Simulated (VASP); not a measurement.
Ru:

```
Ru
1.0
     2.70580    0.00000    0.00000
    -1.35290    2.34329    0.00000
     0.00000    0.00000    4.28190
Ru
2
Direct
  0.33333 0.66667 0.25000
  0.66667 0.33333 0.75000
```

Base run:

| Quantity | Value |
| --- | --- |
| Program | VASP 6.6.1 |
| Functional | PBEsol |
| Potentials or basis | VASP PAW PBE potentials, release 64 (Ru_pv) |
| Cutoff | 520 eV |
| k mesh | 14 × 14 × 8 |
| Occupations | fermi-dirac, width 0.03 eV |
| Spin | no spin polarisation |

Its results: band gap on the k mesh zero (band 14 reaches 14.34 eV, above the bottom of band 15 at 11.19 eV); pressure -6.3 GPa.

**Question.** The run is repeated on the same cell with these changes: functional from PBEsol to PBE. What comes out?

**Answer.** Band gap on the k mesh zero (band 14 reaches 14.47 eV, above the bottom of band 15 at 11.34 eV); pressure 4.5 GPa.

PBE binds less tightly than PBEsol, so the same cell stands under more pressure.

Caveats: the PAW data sets were made with another functional, which shifts forces and pressure a little (some runs).
